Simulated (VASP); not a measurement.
# CsSb2 (P6/mmm) in VASP: further runs

The runs below take CsSb2 through single point, relaxation of cell and atoms, with PBE.

All numbers are computed with VASP 6.6.1; they aren't measurements. Logs are shortened: lines on timing, memory, paths and dates and some standing lists are left out, and cuts for length are marked.

### Step 1. The cell of the first run

The structure is hexagonal, space group P6/mmm (No. 191). Conventional cell: a = 5.171 Å, b = 5.171 Å, c = 5.862 Å, α = 90.00°, β = 90.00°, γ = 120.00°. Within 5.5 Å of Cs (site symmetry 6/mmm) lie 12 Sb at 4.18 Å and 6 Cs at 5.17 Å. Within 3.9 Å of Sb (site symmetry -6m2) lie 3 Sb at 2.99 Å.

### Step 2. Single point, PBE

INCAR

```
SYSTEM = CsSb2
PREC = Accurate
ENCUT = 520
EDIFF = 1E-7
ISMEAR = 0
SIGMA = 0.1
LREAL = .False.
LASPH = .True.
NELM = 100
ALGO = Normal
ISIF = 2
LWAVE = .False.
LCHARG = .False.
GGA = PE
NBANDS = 16
```

KPOINTS

```
regular mesh
0
Gamma
  6 6 4
  0 0 0
```

POSCAR

```
CsSb2
1.0
    5.1712349717      0.0000000000      0.0000000000
   -2.5856174858      4.4784208544      0.0000000000
    0.0000000000      0.0000000000      5.8621879651
Cs Sb
1 2
Direct
    0.0000000000      0.0000000000      0.0000000000
    0.3333333333      0.6666666667      0.5000000000
    0.6666666667      0.3333333333      0.5000000000
```

Potentials or basis: VASP PAW PBE potentials, release 64 (Cs_sv, Sb).

The run is started by

```bash
$ cat potpaw_PBE.64/Cs_sv/POTCAR potpaw_PBE.64/Sb/POTCAR > POTCAR
$ mpirun -np 1 vasp_std > vasp.out
```

OUTCAR:

```text
SYSTEM = CsSb2
   PREC = Accurate
   ENCUT = 520
   EDIFF = 1E-7
   ISMEAR = 0
   LREAL = .False.
   LASPH = .True.
   NELM = 100
   ISIF = 2
   GGA = PE

 ion  position               nearest neighbor table
   1  0.000  0.000  0.000-
   2  0.333  0.667  0.500-   3 2.99   3 2.99   3 2.99
   3  0.667  0.333  0.500-   2 2.99   2 2.99   2 2.99

  LATTYP: Found a hexagonal cell.
 ALAT       =     5.1712349717
 C/A-ratio  =     1.1336146969

  Lattice vectors:

 A1 = (   5.1712349717,   0.0000000000,   0.0000000000)
 A2 = (  -2.5856174858,   4.4784208544,   0.0000000000)
 A3 = (   0.0000000000,   0.0000000000,   5.8621879651)

Analysis of symmetry for initial positions (statically):
=====================================================================
 Subroutine PRICEL returns:
 Original cell was already a primitive cell.

 Routine SETGRP: Setting up the symmetry group for a
 hexagonal supercell.

 Subroutine GETGRP returns: Found 24 space group operations
 (whereof 24 operations were pure point group operations)
 out of a pool of 24 trial point group operations.

The static configuration has the point symmetry D_6h.

Analysis of symmetry for dynamics (positions and initial velocities):
=====================================================================
 Subroutine PRICEL returns:
 Original cell was already a primitive cell.

 Routine SETGRP: Setting up the symmetry group for a
 hexagonal supercell.

 Subroutine GETGRP returns: Found 24 space group operations
 (whereof 24 operations were pure point group operations)
 out of a pool of 24 trial point group operations.

The dynamic configuration has the point symmetry D_6h.

 Subroutine INISYM returns: Found 24 space group operations
 (whereof 24 operations are pure point group operations),
 and found     1 'primitive' translations

----------------------------------------------------------------------------------------

                                     Primitive cell

  volume of cell :     135.7622

  direct lattice vectors                    reciprocal lattice vectors
     5.171234972  0.000000000  0.000000000     0.193377405  0.111646497  0.000000000
    -2.585617486  4.478420854  0.000000000     0.000000000  0.223292994  0.000000000
     0.000000000  0.000000000  5.862187965     0.000000000  0.000000000  0.170584772

  length of vectors
     5.171234972  5.171234972  5.862187965     0.223292994  0.223292994  0.170584772

  position of ions in fractional coordinates (direct lattice)
     0.000000000  0.000000000  0.000000000
     0.333333333  0.666666667  0.500000000
     0.666666667  0.333333333  0.500000000

  ion indices of the primitive-cell ions
   primitive index   ion index
                 1           1
                 2           2
                 3           3

----------------------------------------------------------------------------------------

 KPOINTS: regular mesh

Automatic generation of k-mesh.
 Grid dimensions read from file:
 generate k-points for:    6    6    4

 Generating k-lattice:

  Cartesian coordinates                     Fractional coordinates (reciprocal lattice)
     0.032229568  0.018607749  0.000000000     0.166666667  0.000000000  0.000000000
     0.000000000  0.037215499  0.000000000     0.000000000  0.166666667  0.000000000
     0.000000000  0.000000000  0.042646193     0.000000000  0.000000000  0.250000000

  Length of vectors
     0.037215499  0.037215499  0.042646193

  Shift w.r.t. Gamma in fractional coordinates (k-lattice)
     0.000000000  0.000000000  0.000000000

 Subroutine IBZKPT returns following result:
 ===========================================

 Found     21 irreducible k-points:

 Following reciprocal coordinates:
            Coordinates               Weight
  0.000000  0.000000  0.000000      1.000000
  0.166667 -0.000000  0.000000      6.000000
  0.333333 -0.000000  0.000000      6.000000
  0.500000 -0.000000  0.000000      3.000000
  0.166667  0.166667  0.000000      6.000000
  0.333333  0.166667  0.000000     12.000000
[... 13 lines left out ...]
  0.333333  0.166667  0.500000     12.000000
  0.333333  0.333333  0.500000      2.000000
   k-points           NKPTS =     21   k-points in BZ     NKDIM =     21   number of bands    NBANDS=     16
   number of dos      NEDOS =    301   number of ions     NIONS =      3
   total plane-waves  NPLWV =  76800
   dimension x,y,z NGX =    40 NGY =   40 NGZ =   48
   dimension x,y,z NGXF=    80 NGYF=   80 NGZF=   96
   ions per type =               1   2
   NGX,Y,Z   is equivalent  to a cutoff of  12.86, 12.86, 13.61 a.u.
   NGXF,Y,Z  is equivalent  to a cutoff of  25.72, 25.72, 27.22 a.u.
 SYSTEM =  CsSb2
   PREC   = accura    normal or accurate (medium, high low for compatibility)
   ISTART =      0    job   : 0-new  1-cont  2-samecut
   ICHARG =      2    charge: 1-file 2-atom 10-const
   ISPIN  =      1    spin polarized calculation?
   LNONCOLLINEAR =      F non collinear calculations
   LSORBIT =      F    spin-orbit coupling
   LASPH  =      T    aspherical Exc in radial PAW
   ENCUT  =  520.0 eV  38.22 Ry    6.18 a.u.   9.62  9.62 10.90*2*pi/ulx,y,z
   NELM   =    100;   NELMIN=  2; NELMDL= -5     # of ELM steps
   EDIFF  = 0.1E-06   stopping-criterion for ELM
   LREAL  =      F    real-space projection
   EDIFFG = 0.1E-05   stopping-criterion for IOM
   NSW    =      0    number of steps for IOM
   IBRION =     -1    ionic relax: 0-MD 1-quasi-New 2-CG
   NFREE  =      0    steps in history (QN), initial steepest desc. (CG)
   ISIF   =      2    stress and relaxation
   ISYM   =      2    0-nonsym 1-usesym 2-fastsym
   POTIM  = 0.5000    time-step for ionic-motion
   TEBEG  =    0.0;   TEEND  =   0.0 temperature during run
   PSTRESS=    0.0 pullay stress
   NELECT =      19.0000    total number of electrons
   NUPDOWN=      -1.0000    fix difference up-down
   EMIN   =  10.00;   EMAX   =-10.00  energy-range for DOS
   EFERMI =   0.00;   METHOD = LEGACY
   ISMEAR =     0;   SIGMA  =   0.10  broadening in eV -4-tet -1-fermi 0-gaus
   EFERMI_NEDOS =   21; number of points for ismear=-14 and -15
   IALGO  =     38    algorithm
   IMIX   =      4    mixing-type and parameters
     AMIX     =   0.40;   BMIX     =  1.00
     AMIX_MAG =   1.60;   BMIX_MAG =  1.00
  volume/ion in A,a.u.               =      45.25       305.39
  Fermi-wavevector in a.u.,A,eV,Ry     =   0.849962  1.606196  9.829340  0.722436
  Thomas-Fermi vector in A             =   1.965865
   LORBIT       =      0    0 simple, 1 ext, 2 COOP (PROOUT), +10 PAW based schemes
   GGA     = PE    functional components
   LHFCALC =     F    Hartree Fock is set to
   AEXX    =    0.0000 exact exchange contribution
   IVDW    =     0    specifies the selected vdW correction
   LEPSILON=     F    determine dielectric tensor
   LRPA    =     F    only Hartree local field effects (RPA)
 non-spin polarized calculation
 Gauss-broadening in eV      SIGMA  =   0.10
  energy-cutoff  :      520.00
  volume of cell :      135.76
 maximum number of plane-waves:      3693
 NGX is ok and might be reduce to    40
   NGX = 19   NGY = 19   NGZ = 21

 number of electron      18.9999997 magnetization

 Free energy of the ion-electron system (eV)
  ---------------------------------------------------
  ext. energy  EPLUGINS =         0.00000000
  ---------------------------------------------------
  free energy    TOTEN  =       -10.01749136 eV

  energy without entropy =      -10.01085909  energy(sigma->0) =      -10.01417523

 E-fermi :   3.1338     XC(G=0):  -7.8687

 val. band max:        3.0232070275   @ k =   0.5000  -0.0000   0.0000
 cond. band min:       3.1493695082   @ k =   0.3333  -0.0000   0.2500
 fundamental gap:      0.1261624807
 Fermi energy:         3.1337511640

 k-point     1 :       0.0000    0.0000    0.0000
  band No.  band energies     occupation
      1     -18.9924      2.00000
      2      -7.5490      2.00000
      3      -5.8869      2.00000
      4      -5.7644      2.00000
      5      -5.7644      2.00000
      6      -2.6545      2.00000
[... 8 lines left out ...]
     15       7.7736      0.00000
     16       7.7736      0.00000

 k-point     2 :       0.1667   -0.0000    0.0000
  band No.  band energies     occupation
      1     -18.9899      2.00000
      2      -7.4072      2.00000
      3      -5.8709      2.00000
      4      -5.7787      2.00000
      5      -5.7783      2.00000
      6      -3.3532      2.00000
[... 8 lines left out ...]
     15       7.5291      0.00000
     16       7.5614      0.00000

 k-point     3 :       0.3333   -0.0000    0.0000
  band No.  band energies     occupation
      1     -18.9850      2.00000
      2      -7.0383      2.00000
      3      -5.8388      2.00000
      4      -5.8058      2.00000
      5      -5.7656      2.00000
      6      -4.5033      2.00000
[... 8 lines left out ...]
     15       7.1184      0.00000
     16       8.4938      0.00000

 k-point     4 :       0.5000   -0.0000    0.0000
  band No.  band energies     occupation
      1     -18.9825      2.00000
      2      -6.7715      2.00000
      3      -5.8226      2.00000
      4      -5.8194      2.00000
      5      -5.5955      2.00000
      6      -5.2387      2.00000
[... 8 lines left out ...]
     15       7.1061      0.00000
     16       7.7376      0.00000
[... 267 lines left out ...]
 k-point    19 :       0.1667    0.1667    0.5000
  band No.  band energies     occupation
      1     -18.9849      2.00000
      2      -7.2044      2.00000
      3      -5.8847      2.00000
      4      -5.7959      2.00000
      5      -5.6623      2.00000
      6      -4.2086      2.00000
[... 8 lines left out ...]
     15       8.0107      0.00000
     16       8.2677      0.00000

 k-point    20 :       0.3333    0.1667    0.5000
  band No.  band energies     occupation
      1     -18.9813      2.00000
      2      -6.5856      2.00000
      3      -5.9453      2.00000
      4      -5.8446      2.00000
      5      -5.8315      2.00000
      6      -5.1112      2.00000
[... 8 lines left out ...]
     15       7.8579      0.00000
     16       8.5374      0.00000

 k-point    21 :       0.3333    0.3333    0.5000
  band No.  band energies     occupation
      1     -18.9801      2.00000
      2      -5.9049      2.00000
      3      -5.9049      2.00000
      4      -5.9040      2.00000
      5      -5.8920      2.00000
      6      -5.8920      2.00000
[... 8 lines left out ...]
     15       8.1722      0.00000
     16       8.4921      0.00000

------------------------ aborting loop because EDIFF is reached ----------------------------------------

  FORCE on cell =-STRESS in cart. coord.  units (eV):
  Direction    XX          YY          ZZ          XY          YZ          ZX
  --------------------------------------------------------------------------------------
  -------------------------------------------------------------------------------------
  Total        0.0867812      0.0867812      0.2404189      0.0000000      0.0000000     -0.0000000
  in kB        1.0241355      1.0241355      2.8372680      0.0000000      0.0000000     -0.0000000
  external PRESSURE =       1.6285130 kB  Pullay stress =       0.0000000 kB

 VOLUME and BASIS-vectors are now :
 -----------------------------------------------------------------------------
  energy-cutoff  :      520.00
  volume of cell :      135.76
      direct lattice vectors                 reciprocal lattice vectors
     5.171234972  0.000000000  0.000000000     0.193377405  0.111646497  0.000000000
    -2.585617486  4.478420854  0.000000000     0.000000000  0.223292994  0.000000000
     0.000000000  0.000000000  5.862187965     0.000000000  0.000000000  0.170584772

 POSITION                                       TOTAL-FORCE (eV/Angst)
 -----------------------------------------------------------------------------------
      0.00000      0.00000      0.00000         0.000000      0.000000      0.000000
     -0.00000      2.98561      2.93109        -0.000000      0.000000      0.000000
      2.58562      1.49281      2.93109         0.000000      0.000000      0.000000
 -----------------------------------------------------------------------------------
    total drift:                                0.000000     -0.000000      0.000000

  FREE ENERGIE OF THE ION-ELECTRON SYSTEM (eV)
  ---------------------------------------------------
  free  energy   TOTEN  =       -10.0174913639 eV

  energy  without entropy=      -10.0108590932  energy(sigma->0) =      -10.01417523
```

Wall time 36 s (1 thread of Intel Xeon Platinum 8488C (Sapphire Rapids), shared host); peak memory 0.27 GiB.

Results:

```
Free energy : -10.0175 eV
Pressure    : 0.2 GPa
```

Caveat: spin-orbit coupling is left out, which moves the levels of the heavy elements.

### Step 3. Relaxation of cell and atoms, PBE

This run uses another cell than the first one, of 31.63 Å³/atom, 0.699 times its volume.

INCAR

```
SYSTEM = CsSb2
PREC = Accurate
ENCUT = 600
EDIFF = 1E-6
ISMEAR = 0
SIGMA = 0.1
LREAL = .False.
LASPH = .True.
NELM = 100
ALGO = Normal
ISIF = 3
LWAVE = .False.
LCHARG = .False.
GGA = PE
IBRION = 2
NSW = 90
EDIFFG = -0.04
```

KPOINTS is that of step 2.

POSCAR

```
CsSb2
1.0
    4.6642108421      0.0000000000      0.0000000000
   -2.3321054210      4.0393250779      0.0000000000
    0.0000000000      0.0000000000      5.0361080521
Cs Sb
1 2
Direct
    0.0000000000      0.0000000000      0.0000000000
    0.3333333333      0.6666666667      0.5000000000
    0.6666666667      0.3333333333      0.5000000000
```

Potentials or basis: VASP PAW PBE potentials, release 64 (Cs_sv, Sb).

The run is started by

```bash
$ cat potpaw_PBE.64/Cs_sv/POTCAR potpaw_PBE.64/Sb/POTCAR > POTCAR
$ mpirun -np 1 vasp_std > vasp.out
```

Wall time 2.7 min (1 thread of Intel Xeon Platinum 8488C (Sapphire Rapids), shared host); peak memory 0.26 GiB.

It converged, with:

```
Free energy                            : -10.0169 eV
Relaxed volume                         : 45.85 Å³/atom
Relaxed cell                           : a = 5.174 Å, b = 5.174 Å, c = 5.932 Å, α = 90.00°, β = 90.00°, γ = 120.00°
Space group after relaxing (to 0.05 Å) : P6/mmm (No. 191)
Energy gained by relaxing              : 496.0 meV/atom
Ionic steps                            : 10
Pressure after relaxing                : 0.0 GPa
```

The path:
| step | energy change (eV) | largest force (eV/Å) | pressure (GPa) | volume (Å³) |
| --- | --- | --- | --- | --- |
| 1 | 0.0000 | 0.0000 | 16.18 | 94.88 |
| 2 | -1.2133 | 0.0000 | -2.38 | 145.51 |
| 3 | -1.3953 | 0.0000 | 0.40 | 127.33 |
| 4 | -1.3955 | 0.0000 | 0.25 | 128.04 |
| 5 | -1.4314 | 0.0000 | 0.21 | 130.00 |
| 6 | -1.4866 | 0.0000 | 0.21 | 135.62 |
| 7 | -1.4872 | 0.0000 | 0.23 | 136.44 |
| 8 | -1.4873 | 0.0000 | 0.23 | 136.28 |
| 9 | -1.4876 | 0.0000 | -0.17 | 138.58 |
| 10 | -1.4881 | 0.0000 | 0.01 | 137.54 |

Final structure:
```
CELL_PARAMETERS angstrom
5.17434 0.00000 0.00000
-2.58717 4.48111 0.00000
0.00000 0.00000 5.93180
ATOMIC_POSITIONS crystal
Cs 0.00000 0.00000 0.00000
Sb 0.33333 0.66667 0.50000
Sb 0.66667 0.33333 0.50000
```

Levels at points of the mesh, in eV from the Fermi level:
| k point | band 6 | band 7 | band 8 | band 9 | band 10 | band 11 | band 12 | band 13 |
| --- | --- | --- | --- | --- | --- | --- | --- | --- |
| (0.00, 0.00, 0.00) | -5.80 | -2.54 | -2.54 | -2.06 | 1.13 | 1.13 | 1.30 | 1.79 |
| (0.50, 0.00, 0.00) | -8.37 | -3.19 | -1.62 | -1.61 | -0.13 | 2.67 | 3.19 | 3.79 |
| (0.00, 0.00, 0.50) | -5.77 | -2.92 | -2.49 | -2.49 | 0.75 | 0.75 | 1.42 | 3.56 |
| (0.50, 0.00, 0.50) | -8.14 | -3.31 | -1.43 | -1.25 | -0.91 | 3.16 | 4.00 | 4.22 |

Caveat: the volume moved by over 15 % at a fixed basis, so the end points are rough; spin-orbit coupling is left out, which moves the levels of the heavy elements.
